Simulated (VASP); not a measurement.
# Nb (I4/mmm) in VASP: notebook

Nb is run at these levels: PBEsol; tasks: single point.

Everything below comes from runs of VASP 6.6.1. Logs are shortened: lines on timing, memory, paths and dates and some standing lists are left out, and cuts for length are marked.

## 1. The cell of the first run

The structure is tetragonal, space group I4/mmm (No. 139). The conventional cell has a = 3.036 Å, b = 3.036 Å, c = 4.103 Å, α = 90.00°, β = 90.00°, γ = 90.00°. Within 3.9 Å of Nb (site symmetry 4/mmm) lie 12 Nb at 2.97 to 3.04 Å.

## 2. Single point, PBEsol (strain +0.015 along x and y, -0.030 along z)

File INCAR:

```
SYSTEM = Nb
PREC = Accurate
ENCUT = 520
EDIFF = 1E-7
ISMEAR = 0
SIGMA = 0.15
LREAL = .False.
LASPH = .True.
NELM = 100
ALGO = Fast
ISIF = 2
LWAVE = .False.
LCHARG = .True.
GGA = PS
LELF = .True.
LVHAR = .True.
NBANDS = 12
```

File KPOINTS:

```
Automatic mesh
0
Gamma
  20 20 20
  0 0 0
```

File POSCAR:

```
Nb
1.0
    0.0000000000      2.1467250000      2.0515500000
    2.1467250000      0.0000000000      2.0515500000
    2.1467250000      2.1467250000      0.0000000000
Nb
1
Direct
    0.0000000000      0.0000000000      0.0000000000
```

Potentials or basis: VASP PAW PBE potentials, release 64 (Nb_sv).

Run with:

```console
$ cat potpaw_PBE.64/Nb_sv/POTCAR > POTCAR
$ mpirun -np 1 vasp_std > vasp.out
```

OUTCAR:

```text
SYSTEM = Nb
   PREC = Accurate
   ENCUT = 520
   EDIFF = 1E-7
   ISMEAR = 0
   LREAL = .False.
   LASPH = .True.
   NELM = 100
   ISIF = 2
   GGA = PS

 ion  position               nearest neighbor table
   1  0.000  0.000  0.000-

  LATTYP: Found a body centered tetragonal cell.
 ALAT       =     3.0359276097
 C/A-ratio  =     1.3515144389

  Lattice vectors:

 A1 = (   0.0000000000,  -2.1467250000,  -2.0515500000)
 A2 = (   0.0000000000,   2.1467250000,  -2.0515500000)
 A3 = (   2.1467250000,   0.0000000000,   2.0515500000)

Analysis of symmetry for initial positions (statically):
=====================================================================
 Subroutine PRICEL returns:
 Original cell was already a primitive cell.

 Routine SETGRP: Setting up the symmetry group for a
 body centered tetragonal supercell.

 Subroutine GETGRP returns: Found 16 space group operations
 (whereof 16 operations were pure point group operations)
 out of a pool of 16 trial point group operations.

The static configuration has the point symmetry D_4h.

Analysis of symmetry for dynamics (positions and initial velocities):
=====================================================================
 Subroutine PRICEL returns:
 Original cell was already a primitive cell.

 Routine SETGRP: Setting up the symmetry group for a
 body centered tetragonal supercell.

 Subroutine GETGRP returns: Found 16 space group operations
 (whereof 16 operations were pure point group operations)
 out of a pool of 16 trial point group operations.

The dynamic configuration has the point symmetry D_4h.

 Subroutine INISYM returns: Found 16 space group operations
 (whereof 16 operations are pure point group operations),
 and found     1 'primitive' translations

----------------------------------------------------------------------------------------

                                     Primitive cell

  volume of cell :      18.9088

  direct lattice vectors                    reciprocal lattice vectors
     0.000000000  2.146725000  2.051550000    -0.232912926  0.232912926  0.243718164
     2.146725000  0.000000000  2.051550000     0.232912926 -0.232912926  0.243718164
     2.146725000  2.146725000  0.000000000     0.232912926  0.232912926 -0.243718164

  length of vectors
     2.969391458  2.969391458  3.035927610     0.409750418  0.409750418  0.409750418

  position of ions in fractional coordinates (direct lattice)
     0.000000000  0.000000000  0.000000000

  ion indices of the primitive-cell ions
   primitive index   ion index
                 1           1

----------------------------------------------------------------------------------------

 KPOINTS: Automatic mesh

Automatic generation of k-mesh.
 Grid dimensions read from file:
 generate k-points for:   20   20   20

 Generating k-lattice:

  Cartesian coordinates                     Fractional coordinates (reciprocal lattice)
    -0.011645646  0.011645646  0.012185908     0.050000000 -0.000000000  0.000000000
     0.011645646 -0.011645646  0.012185908    -0.000000000  0.050000000  0.000000000
     0.011645646  0.011645646 -0.012185908     0.000000000  0.000000000  0.050000000

  Length of vectors
     0.020487521  0.020487521  0.020487521

  Shift w.r.t. Gamma in fractional coordinates (k-lattice)
     0.000000000  0.000000000  0.000000000

 Subroutine IBZKPT returns following result:
 ===========================================

 Found    641 irreducible k-points:

 Following reciprocal coordinates:
            Coordinates               Weight
  0.000000  0.000000  0.000000      1.000000
  0.050000  0.000000  0.000000      8.000000
  0.100000  0.000000  0.000000      8.000000
  0.150000 -0.000000  0.000000      8.000000
  0.200000  0.000000  0.000000      8.000000
  0.250000  0.000000  0.000000      8.000000
[... 16 lines left out ...]
 -0.400000  0.050000  0.000000      8.000000
 -0.350000  0.050000  0.000000      8.000000
 [... further k-points ...]
   k-points           NKPTS =    641   k-points in BZ     NKDIM =    641   number of bands    NBANDS=     12
   number of dos      NEDOS =    301   number of ions     NIONS =      1
   total plane-waves  NPLWV =  13824
   dimension x,y,z NGX =    24 NGY =   24 NGZ =   24
   dimension x,y,z NGXF=    48 NGYF=   48 NGZF=   48
   ions per type =               1
   NGX,Y,Z   is equivalent  to a cutoff of  13.44, 13.44, 13.14 a.u.
   NGXF,Y,Z  is equivalent  to a cutoff of  26.87, 26.87, 26.28 a.u.
 SYSTEM =  Nb
   PREC   = accura    normal or accurate (medium, high low for compatibility)
   ISTART =      0    job   : 0-new  1-cont  2-samecut
   ICHARG =      2    charge: 1-file 2-atom 10-const
   ISPIN  =      1    spin polarized calculation?
   LNONCOLLINEAR =      F non collinear calculations
   LSORBIT =      F    spin-orbit coupling
   LASPH  =      T    aspherical Exc in radial PAW
   ENCUT  =  520.0 eV  38.22 Ry    6.18 a.u.   5.52  5.52  5.64*2*pi/ulx,y,z
   NELM   =    100;   NELMIN=  2; NELMDL= -5     # of ELM steps
   EDIFF  = 0.1E-06   stopping-criterion for ELM
   LREAL  =      F    real-space projection
   EDIFFG = 0.1E-05   stopping-criterion for IOM
   NSW    =      0    number of steps for IOM
   IBRION =     -1    ionic relax: 0-MD 1-quasi-New 2-CG
   NFREE  =      0    steps in history (QN), initial steepest desc. (CG)
   ISIF   =      2    stress and relaxation
   ISYM   =      2    0-nonsym 1-usesym 2-fastsym
   POTIM  = 0.5000    time-step for ionic-motion
   TEBEG  =    0.0;   TEEND  =   0.0 temperature during run
   PSTRESS=    0.0 pullay stress
   NELECT =      13.0000    total number of electrons
   NUPDOWN=      -1.0000    fix difference up-down
   EMIN   =  10.00;   EMAX   =-10.00  energy-range for DOS
   EFERMI =   0.00;   METHOD = LEGACY
   ISMEAR =     0;   SIGMA  =   0.15  broadening in eV -4-tet -1-fermi 0-gaus
   EFERMI_NEDOS =   21; number of points for ismear=-14 and -15
   IALGO  =     68    algorithm
   IMIX   =      4    mixing-type and parameters
     AMIX     =   0.40;   BMIX     =  1.00
     AMIX_MAG =   1.60;   BMIX_MAG =  1.00
  volume/ion in A,a.u.               =      18.91       127.60
  Fermi-wavevector in a.u.,A,eV,Ry     =   1.444888  2.730443 28.404917  2.087702
  Thomas-Fermi vector in A             =   2.563132
   LORBIT       =      0    0 simple, 1 ext, 2 COOP (PROOUT), +10 PAW based schemes
   GGA     = PS    functional components
   LHFCALC =     F    Hartree Fock is set to
   AEXX    =    0.0000 exact exchange contribution
   IVDW    =     0    specifies the selected vdW correction
   LEPSILON=     F    determine dielectric tensor
   LRPA    =     F    only Hartree local field effects (RPA)
 non-spin polarized calculation
 RMM-DIIS sequential band-by-band and
 Gauss-broadening in eV      SIGMA  =   0.15
  energy-cutoff  :      520.00
  volume of cell :       18.91
 maximum number of plane-waves:       531
 NGX is ok and might be reduce to    24
   NGX = 11   NGY = 11   NGZ = 11

 number of electron      13.0000000 magnetization

 Free energy of the ion-electron system (eV)
  ---------------------------------------------------
  ext. energy  EPLUGINS =         0.00000000
  ---------------------------------------------------
  free energy    TOTEN  =       -10.61718925 eV

  energy without entropy =      -10.60093538  energy(sigma->0) =      -10.60906232

 E-fermi :  10.7138     XC(G=0): -12.3810

 val. band max:       10.7136448220   @ k =   0.4000   0.0000   0.2500
 cond. band min:      10.7185754336   @ k =  -0.3500  -0.0000   0.1000
 fundamental gap:      0.0049306116
 Fermi energy:        10.7138472353

 k-point     1 :       0.0000    0.0000    0.0000
  band No.  band energies     occupation
      1     -43.9684      2.00000
      2     -19.3897      2.00000
      3     -19.3878      2.00000
      4     -19.3878      2.00000
      5       4.4969      2.00000
      6      10.6837      1.22342
      7      10.6837      1.22342
      8      11.1933      0.00001
      9      13.0554      0.00000
     10      13.7175      0.00000
     11      22.5826      0.00000
     12      26.8193      0.00000

 k-point     2 :       0.0500    0.0000    0.0000
  band No.  band energies     occupation
      1     -43.9639      2.00000
      2     -19.4192      2.00000
      3     -19.3925      2.00000
      4     -19.3918      2.00000
      5       4.5903      2.00000
      6      10.6521      1.43972
      7      10.7263      0.90619
      8      11.1942      0.00001
      9      13.0243      0.00000
     10      13.6711      0.00000
     11      22.7712      0.00000
     12      26.6188      0.00000

 k-point     3 :       0.1000    0.0000    0.0000
  band No.  band energies     occupation
      1     -43.9506      2.00000
      2     -19.5076      2.00000
      3     -19.4061      2.00000
      4     -19.4002      2.00000
      5       4.8610      2.00000
      6      10.5229      1.92819
      7      10.8376      0.24344
      8      11.2459      0.00000
      9      12.9567      0.00000
     10      13.5539      0.00000
     11      23.2917      0.00000
     12      25.9200      0.00000

 k-point     4 :       0.1500   -0.0000    0.0000
  band No.  band energies     occupation
      1     -43.9299      2.00000
      2     -19.6434      2.00000
      3     -19.4272      2.00000
      4     -19.4131      2.00000
      5       5.2797      2.00000
      6      10.3090      1.99986
      7      10.9625      0.01907
      8      11.3640      0.00000
      9      12.9292      0.00000
     10      13.4305      0.00000
     11      23.9316      0.00000
     12      25.1496      0.00000

 k-point     5 :       0.2000    0.0000    0.0000
  band No.  band energies     occupation
      1     -43.9037      2.00000
      2     -19.8116      2.00000
      3     -19.4536      2.00000
      4     -19.4294      2.00000
      5       5.7895      2.00000
      6      10.1100      2.00000
      7      11.0147      0.00457
      8      11.4667      0.00000
      9      13.0510      0.00000
     10      13.4028      0.00000
     11      23.7476      0.00000
     12      25.3014      0.00000
[... 228 lines left out ...]
      1     -43.7765      2.00000
      2     -20.5510      2.00000
      3     -19.5830      2.00000
      4     -19.5241      2.00000
      5       6.9890      2.00000
      6      10.4513      1.98669
      7      10.7872      0.48892
      8      11.9272      0.00000
      9      15.3778      0.00000
     10      15.5339      0.00000
     11      21.0370      0.00000
     12      22.5125      0.00000

 k-point    22 :      -0.4500    0.0500    0.0000
  band No.  band energies     occupation
      1     -43.7787      2.00000
      2     -20.5385      2.00000
      3     -19.5760      2.00000
      4     -19.5292      2.00000
      5       6.9936      2.00000
      6      10.4544      1.98557
      7      10.7834      0.51224
      8      11.8845      0.00000
      9      15.3396      0.00000
     10      15.4368      0.00000
     11      21.1035      0.00000
     12      22.5916      0.00000

 k-point    23 :      -0.4000    0.0500    0.0000
  band No.  band energies     occupation
      1     -43.7899      2.00000
      2     -20.4740      2.00000
      3     -19.5605      2.00000
      4     -19.5281      2.00000
      5       7.0038      2.00000
      6      10.5212      1.93070
      7      10.8261      0.28996
      8      11.4917      0.00000
      9      14.9001      0.00000
     10      15.2555      0.00000
     11      21.4138      0.00000
     12      23.1797      0.00000

 k-point    24 :      -0.3500    0.0500    0.0000
  band No.  band energies     occupation
      1     -43.8091      2.00000
      2     -20.3630      2.00000
      3     -19.5380      2.00000
      4     -19.5211      2.00000
      5       6.9771      2.00000
      6      10.6455      1.48088
      7      10.7231      0.93037
      8      11.1272      0.00010
      9      14.3199      0.00000
     10      14.9049      0.00000
     11      21.8552      0.00000
     12      24.1668      0.00000

 [... further k-points ...]
[... 5 lines left out ...]
  --------------------------------------------------------------------------------------
  -------------------------------------------------------------------------------------
  Total       -0.4437415     -0.4437415     -1.7553369      0.0000000      0.0000000     -0.0000000
  in kB      -37.5989523    -37.5989523   -148.7325921      0.0000000      0.0000000     -0.0000000
  external PRESSURE =     -74.6434989 kB  Pullay stress =       0.0000000 kB

 VOLUME and BASIS-vectors are now :
 -----------------------------------------------------------------------------
  energy-cutoff  :      520.00
  volume of cell :       18.91
      direct lattice vectors                 reciprocal lattice vectors
     0.000000000  2.146725000  2.051550000    -0.232912926  0.232912926  0.243718164
     2.146725000  0.000000000  2.051550000     0.232912926 -0.232912926  0.243718164
     2.146725000  2.146725000  0.000000000     0.232912926  0.232912926 -0.243718164

 POSITION                                       TOTAL-FORCE (eV/Angst)
 -----------------------------------------------------------------------------------
      0.00000      0.00000      0.00000         0.000000      0.000000      0.000000
 -----------------------------------------------------------------------------------
    total drift:                               -0.000000      0.000000      0.000000

  FREE ENERGIE OF THE ION-ELECTRON SYSTEM (eV)
  ---------------------------------------------------
  free  energy   TOTEN  =       -10.6171892494 eV

  energy  without entropy=      -10.6009353812  energy(sigma->0) =      -10.60906232
```

Wall time 6.9 min (1 thread of AMD EPYC 7R43 (Zen 3), shared host); peak memory 0.22 GiB.

Results:

```
Free energy : -10.6172 eV
Pressure    : -7.5 GPa
```

Levels at points of the mesh, in eV from the Fermi level:
```
           k point  band 2  band 3  band 4  band 5  band 6  band 7  band 8  band 9  band 10  band 11
(0.00, 0.00, 0.00)  -30.10  -30.10  -30.10   -6.22   -0.03   -0.03    0.48    2.34     3.00    11.87
(0.50, 0.00, 0.00)  -31.28  -30.29  -30.22   -3.81   -0.34    0.24    1.36    4.49     4.82    10.37
(0.50, 0.50, 0.00)  -31.20  -30.58  -30.58   -4.02   -3.33    4.09    4.61    5.23     5.23    10.78
(0.50, 0.00, 0.50)  -31.19  -30.54  -30.44   -4.01   -3.22    3.28    4.60    4.96     5.44    11.08
```

Caveat: the cell differs from its parent crystal (strain +0.015 along x and y, -0.030 along z); the PAW data sets were made with another functional, which shifts forces and pressure a little.

(Continued in part 2 of 2.)
